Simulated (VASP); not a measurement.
GePt, 16 atoms in the cell. It takes space group Pnma (No. 62, orthorhombic). The conventional cell has a = 5.741 Å, b = 3.700 Å, c = 6.092 Å, α = 90.00°, β = 90.00°, γ = 90.00°. Ge (site symmetry m) has 6 Pt at 2.49 to 2.66 Å and 2 Ge at 3.01 Å within 3.3 Å. Pt (site symmetry m) has 6 Ge at 2.49 to 2.66 Å and 4 Pt at 2.96 to 2.97 Å within 3.3 Å. 

```yaml
Program: VASP 6.6.1
Task: single point
Functional: PBEsol
Potentials_or_basis: VASP PAW PBE potentials, release 64 (Ge_d, Pt)
Cutoff: 520 eV
k_mesh: 10 × 7 × 4
Occupations: gaussian, width 0.15 eV
Spin: no spin polarisation
Dipole_correction: no
Further_INCAR_settings: LREAL = Auto; ALGO = Normal; EDIFF = 1e-06; NBANDS = 110
```

Potentials or basis: VASP PAW PBE potentials, release 64 (Ge_d, Pt).

The run is started by

```console
$ cat potpaw_PBE.64/Ge_d/POTCAR potpaw_PBE.64/Pt/POTCAR > POTCAR
$ mpirun -np 2 vasp_std > vasp.out
```

Hardware: 2 MPI ranks on Intel(R) Xeon(R) 6975P-C (Granite Rapids), with other jobs on the host.

**Question.** How long does it take, and how much memory?

**Answer.** Wall time 14 min on 2 MPI ranks on Intel(R) Xeon(R) 6975P-C (Granite Rapids) (shared host), peak memory 1.2 GiB a rank. Counts: scf iterations 14, k points 72.
